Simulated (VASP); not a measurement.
Crystal: TiAl.

```
CELL_PARAMETERS angstrom
2.92025 0.00000 0.00000
-1.46013 2.52901 0.00000
0.00000 0.00000 4.76673
ATOMIC_POSITIONS crystal
Ti 0.00000 0.00000 0.00000
Al 0.33333 0.66667 0.50000
```

Base run:

```yaml
Program: VASP 6.6.1
Functional: LDA
Potentials_or_basis: VASP PAW LDA potentials, release 64 (Ti_sv, Al)
Cutoff: 520 eV
k_mesh: 21 × 21 × 12
Occupations: gaussian, width 0.15 eV
Spin: collinear spin, ferromagnetic start
Starting_moments: "[0.125, 0.0] μB"
Fixed_moment: 0.125 μB
```

Its results: pressure -10.6 GPa; site moments Ti +0.07; Al +0.00 μB.

Problem. The run is repeated on the same cell with these changes: fixed moment from 0.125 μB to 1 μB; moments at the start from [0.12, 0.0] to [1.0, 0.0]. What comes out?

Solution. Pressure -9.9 GPa; site moments Ti +0.62; Al +0.02 μB.

Caveats: the total moment is fixed, so each spin has its own Fermi level.
